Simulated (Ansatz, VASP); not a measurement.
Mo in VASP and in Ansatz

```
Mo
1.0
     2.90556    0.02198   -0.20844
    -1.43375    2.18960    0.11385
    -0.18942    0.01011    2.52668
Mo
1
Direct
  0.00000 0.00000 0.50000
```

Change from the starting cell: cell sheared at random, sigma 0.06, atoms nudged by 0.01 Å.

Alike in both runs: task single point; functional PBEsol; k mesh 12 × 12 × 14; occupations gaussian, width 0.15 eV; no spin polarisation.

|  | VASP | Ansatz |
| --- | --- | --- |
| version | VASP 6.6.1 | Ansatz 0.2.0 |
| potentials or method | VASP PAW PBE potentials, release 64 (Mo_sv), cutoff 520 eV | scalar-relativistic, plane waves, PAW |
| valence electrons in the cell | 14 | 14 |

```csv
,VASP,Ansatz,Ansatz less VASP
gap on the k mesh at the Fermi level (eV),none,none,-
pressure (GPa),3.1,2.5,-0.58
"traceless stress, the component that is largest in VASP (GPa)",-15.06,-15.02,+0.035
```

VASP's potentials were made for PBE, not for PBEsol. A gap of «none» marks a metal or a gap that the smearing closes. With one functional, cell and mesh, what is left measures potentials, basis and numerics.
